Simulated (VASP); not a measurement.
Here is a VASP 6.6.1 calculation.

The input POSCAR:

```
AlN
1.0
    0.0000000000      2.0345180000      2.0345180000
    2.0345180000      0.0000000000      2.0345180000
    2.0345180000      2.0345180000      0.0000000000
Al N
1 1
Direct
    0.5000000000      0.5000000000      0.5000000000
    0.0000000000      0.0000000000      0.0000000000
```

The input INCAR.step1:

```
PREC = Accurate
ENCUT = 520
EDIFF = 1E-5
ISMEAR = -1
SIGMA = 0.05
LREAL = False
LASPH = True
NELM = 100
ALGO = Normal
ISIF = 2
LWAVE = True
GGA = PE
NBANDS = 11
```

File INCAR.step2:

```
PREC = Accurate
ENCUT = 520
EDIFF = 1E-6
ISMEAR = -1
SIGMA = 0.05
LREAL = False
LASPH = True
NELM = 100
ALGO = Normal
ISIF = 2
LWAVE = False
LCHARG = True
GGA = PE
LHFCALC = True
AEXX = 0.25
PRECFOCK = Normal
LELF = True
LVHAR = True
ISTART = 1
NBANDS = 11
```

KPOINTS

```
Automatic mesh
0
Gamma
  6 6 6
```

Potentials or basis: VASP PAW PBE potentials, release 64 (Al, N).

Run with:

```sh
$ cat potpaw_PBE.64/Al/POTCAR potpaw_PBE.64/N/POTCAR > POTCAR
$ cp INCAR.step1 INCAR
$ mpirun -np 1 vasp_std > vasp.out
$ cp INCAR.step2 INCAR
$ mpirun -np 1 vasp_std > vasp.out
```

(1) What does it give for the band gap on the k mesh?

(2) Predict the pressure.

Results:

(1) 6.55 eV, indirect (least direct gap 7.67 eV).

(2) -7.5 GPa.

Caveat: the k points lie up to 0.45 Å⁻¹ apart; the PAW data sets were made with another functional, which shifts forces and pressure a little.
